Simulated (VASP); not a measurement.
A run of VASP 6.6.1 is set up as follows.

Contents of INCAR:

```
ALGO = Normal
EDIFF = 1E-6
ENCUT = 520
GGA = PE
ISIF = 2
ISMEAR = 0
IVDW = 12
LASPH = T
LCHARG = F
LREAL = F
LWAVE = F
NBANDS = 11
NELM = 80
PREC = Accurate
SIGMA = 0.1
```

KPOINTS

```
k-points
0
Gamma
  15 15 12
```

File POSCAR:

```
MgB2
1.0
    3.0461110497      0.0000000000      0.0000000000
   -1.5230555249      2.6380095518      0.0000000000
    0.0000000000      0.0000000000      3.4746951420
Mg B
1 2
Direct
    0.0000000000      0.0000000000      0.0000000000
    0.3333333333      0.6666666667      0.5000000000
    0.6666666667      0.3333333333      0.5000000000
```

Potentials or basis: VASP PAW PBE potentials, release 64 (Mg, B).

Run with:

```console
$ cat potpaw_PBE.64/Mg/POTCAR potpaw_PBE.64/B/POTCAR > POTCAR
$ mpirun -np 1 vasp_std > vasp.out
```

(1) Predict the band gap on the k mesh.

(2) What does it give for the dispersion energy per atom?

(3) What does it give for the pressure?

## Answers

(1) zero (band 4 reaches 7.38 eV, above the bottom of band 5 at 3.47 eV).

(2) -0.294 eV.

(3) -0.3 GPa.

Caveat: pairwise dispersion overbinds metals, which lowers pressure and volume.
